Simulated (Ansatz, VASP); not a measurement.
RbBaSi2 in VASP and in Ansatz

```
CELL_PARAMETERS angstrom
5.32411 0.00000 0.00000
-2.66205 4.61081 0.00000
0.00000 0.00000 7.63313
ATOMIC_POSITIONS crystal
Rb 0.00000 0.00000 0.00000
Ba 0.00000 0.00000 0.50000
Si 0.33333 0.66667 0.50000
Si 0.66667 0.33333 0.50000
```

Alike in both runs: functional PBE; k mesh 12 × 12 × 6; occupations gaussian, width 0.1 eV; no spin polarisation.

Ansatz relaxed the structure, and its values are those at the end. VASP's run is a single point on that final structure, the one shown.

|  | VASP | Ansatz |
| --- | --- | --- |
| version | VASP 6.6.1 | Ansatz 0.2.0 |
| potentials or method | VASP PAW PBE potentials, release 64 (Rb_sv, Ba_sv, Si), cutoff 520 eV | scalar-relativistic, plane waves, PAW |
| valence electrons in the cell | 27 | 27 |

Ansatz gave:

| Quantity | Value |
| --- | --- |
| gap on the k mesh at the Fermi level (eV) | none |
| pressure (GPa) | 0.0 |

Question: What did VASP give for the same quantities?

Answer: gap on the k mesh at the Fermi level (eV): none; pressure (GPa): 0.3.

A gap of «none» marks a metal or a gap that the smearing closes.

Spin-orbit coupling is off throughout.
